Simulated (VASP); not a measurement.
A run of VASP 6.6.1 is set up as follows.

File INCAR:

```
  ALGO = Normal
  EDIFF = 1E-7
  ENCUT = 520
  GGA = PE
  ISIF = 2
  ISMEAR = 0
  LASPH = T
  LCHARG = F
  LREAL = F
  LWAVE = F
  NBANDS = 22
  NELM = 80
  PREC = Accurate
  SIGMA = 0.01
```

File KPOINTS:

```
k-points
0
Gamma
  6 6 6
```

The input POSCAR:

```
Na2ClF
1.0
    1.8106869163      1.0454005785      5.9206591831
   -1.8106869163      1.0454005785      5.9206591831
    0.0000000000     -2.0908011571      5.9206591831
F Cl Na
1 1 2
Direct
    1.0000000000      0.0000000000      0.0000000000
    0.5000000000      0.5000000000      0.5000000000
    0.2634375876      0.2634375876      0.2634375876
    0.7365624124      0.7365624124      0.7365624124
```

Potentials or basis: VASP PAW PBE potentials, release 64 (F, Cl, Na_pv).

Run with:

```sh
$ cat potpaw_PBE.64/F/POTCAR potpaw_PBE.64/Cl/POTCAR potpaw_PBE.64/Na_pv/POTCAR > POTCAR
$ mpirun -np 1 vasp_std > vasp.out
```

Task: What does it give for the pressure?

Result: 1.9 GPa.

Task: What does it give for the band gap on the k mesh?

Result: 4.34 eV, direct.

Task: What does it give for the largest force?

Result: 0.033 eV/Å.

Forces in eV/Å, atoms in the order of the input:
```
F    0.000  0.000  0.000
Cl   0.000  0.000  0.000
Na   0.000  0.000 -0.033
Na   0.000  0.000  0.033
```

A k mesh can miss the band edges. As with any semilocal functional, this PBE gap is likely too small.
